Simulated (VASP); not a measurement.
Write the native input for VASP 6.6.1 that does the following.

```
Task                   : single point
Functional             : PBE
Potentials or basis    : VASP PAW PBE potentials, release 64 (W_sv, O)
Cutoff                 : 520 eV
k mesh                 : 8 × 8 × 1
Occupations            : gaussian, width 0.1 eV
Spin                   : no spin polarisation
Dipole correction      : yes
Further INCAR settings : ALGO = Normal; EDIFF = 1e-06; NBANDS = 39
```

The structure of W4O lies in POSCAR:

```
W4O
1.0
    3.1836991688      0.0000000000      0.0000000000
    0.0000000000      3.1836991688      0.0000000000
    0.0000000000      0.0000000000     20.1425775749
W O
4 1
Direct
    0.5000000000      0.5000000000      0.1985843165
    0.0000000000      0.0000000000      0.2776134069
    0.5000000000      0.5000000000      0.3599451800
    0.0000000000      0.0000000000      0.4290700901
    0.1250000000      0.3750000000      0.4939919784
```

One way to write it, as run:

INCAR

```
SYSTEM = W4O
PREC     = Accurate       ! precision mode
ENCUT    = 520            ! plane-wave cutoff, eV
EDIFF    = 1E-6           ! SCF threshold, eV
ISMEAR   = 0              ! smearing method
SIGMA    = 0.1            ! smearing width, eV
LREAL    = .False.        ! projectors in reciprocal space
LASPH    = .True.         ! aspherical terms in the spheres
NELM     = 60             ! most SCF steps
ALGO     = Normal         ! electronic algorithm
ISIF     = 2              ! what is computed and relaxed
LWAVE    = .False.        ! write WAVECAR
LCHARG   = .False.        ! write CHGCAR
LDIPOL   = .True.       
IDIPOL   = 3            
DIPOL    = 0.5 0.5 0.352
GGA      = PE             ! functional
NBANDS   = 39             ! bands
```

KPOINTS

```
regular mesh
0
Gamma
  8 8 1
  0 0 0
```

Potentials or basis: VASP PAW PBE potentials, release 64 (W_sv, O).

Launch:

```sh
$ cat potpaw_PBE.64/W_sv/POTCAR potpaw_PBE.64/O/POTCAR > POTCAR
$ mpirun -np 1 vasp_std > vasp.out
```

It gave:

```
Largest force          : 3.146 eV/Å
Band gap on the k mesh : zero (bands 31 and 32 overlap by 2.02 eV)
```

Caveat: spin-orbit coupling is left out, which moves the levels of the heavy elements.

Run time: 4.7 min on 1 thread of Intel(R) Xeon(R) Platinum 8375C CPU @ 2.90GHz (Ice Lake), with other jobs on the host, peak memory 0.39 GiB.
